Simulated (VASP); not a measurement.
HfC: single point with LDA

HfC:

```
CELL_PARAMETERS angstrom
0.00000 2.31000 2.31000
2.31000 0.00000 2.31000
2.31000 2.31000 0.00000
ATOMIC_POSITIONS crystal
Hf 0.00000 0.00000 0.00000
C 0.50000 0.50000 0.50000
```

```yaml
Program: VASP 6.6.1
Task: single point
Functional: LDA
Potentials_or_basis: VASP PAW LDA potentials, release 64 (Hf_pv, C)
Cutoff: 600 eV
k_mesh: 6 × 6 × 6
Occupations: gaussian, width 0.05 eV
Spin: no spin polarisation
Dipole_correction: no
Further_INCAR_settings: ALGO = Normal; EDIFF = 1e-06; NBANDS = 14
```

- Pressure: -7.3 GPa
- Band gap on the k mesh: zero (band 7 reaches 7.05 eV, above the bottom of band 8 at 5.69 eV)

Levels at points of the mesh, in eV from the Fermi level:
| k point | band 3 | band 4 | band 5 | band 6 | band 7 | band 8 | band 9 | band 10 | band 11 | band 12 |
| --- | --- | --- | --- | --- | --- | --- | --- | --- | --- | --- |
| (0.00, 0.00, 0.00) | -29.19 | -12.11 | 1.17 | 1.17 | 1.17 | 1.43 | 1.43 | 1.43 | 3.51 | 3.51 |
| (0.50, 0.00, 0.00) | -29.26 | -8.16 | -6.09 | -2.93 | -2.93 | 5.44 | 5.44 | 5.95 | 6.86 | 11.70 |
| (0.50, 0.50, 0.00) | -29.44 | -10.19 | -2.35 | -1.77 | 0.10 | 0.10 | 5.48 | 6.90 | 6.90 | 8.74 |

It took 12 s on 1 thread of Intel Xeon 8259CL, on a shared host, peak memory 0.14 GiB.

Caveat: the k points lie up to 0.39 Å⁻¹ apart; spin-orbit coupling is left out, which moves the levels of the heavy elements.
